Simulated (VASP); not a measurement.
Input of a VASP 6.6.1 run:

INCAR

```
ALGO     = Normal         # electronic algorithm
EDIFF    = 1E-6           # SCF threshold, eV
ENCUT    = 520            # plane-wave cutoff, eV
GGA      = PE             # functional
ISIF     = 2              # what is computed and relaxed
ISMEAR   = 0              # smearing method
LASPH    = T              # aspherical terms in the spheres
LCHARG   = F              # write CHGCAR
LREAL    = F              # projectors in reciprocal space
LWAVE    = F              # write WAVECAR
NBANDS   = 16             # bands
NELM     = 100            # most SCF steps
PREC     = Accurate       # precision mode
SIGMA    = 0.1            # smearing width, eV
```

KPOINTS

```
k-points
0
Gamma
  4 4 6
```

Contents of POSCAR:

```
Al2Cu
1.0
    4.1051820000      0.0000000000      0.0000000000
    0.0000000000      4.1051820000      0.0000000000
    0.0000000000      0.0000000000      2.8913130000
Al Cu
2 1
Direct
    0.5000000000      0.0000000000      0.5000000000
    0.0000000000      0.5000000000      0.5000000000
    0.0000000000      0.0000000000      0.0000000000
```

Potentials or basis: VASP PAW PBE potentials, release 64 (Al, Cu).

The run is started by

```console
$ cat potpaw_PBE.64/Al/POTCAR potpaw_PBE.64/Cu/POTCAR > POTCAR
$ mpirun -np 1 vasp_std > vasp.out
```

(1) Estimate the pressure.

Answers

(1) 0.6 GPa.

Caveat: the k points lie up to 0.38 Å⁻¹ apart.
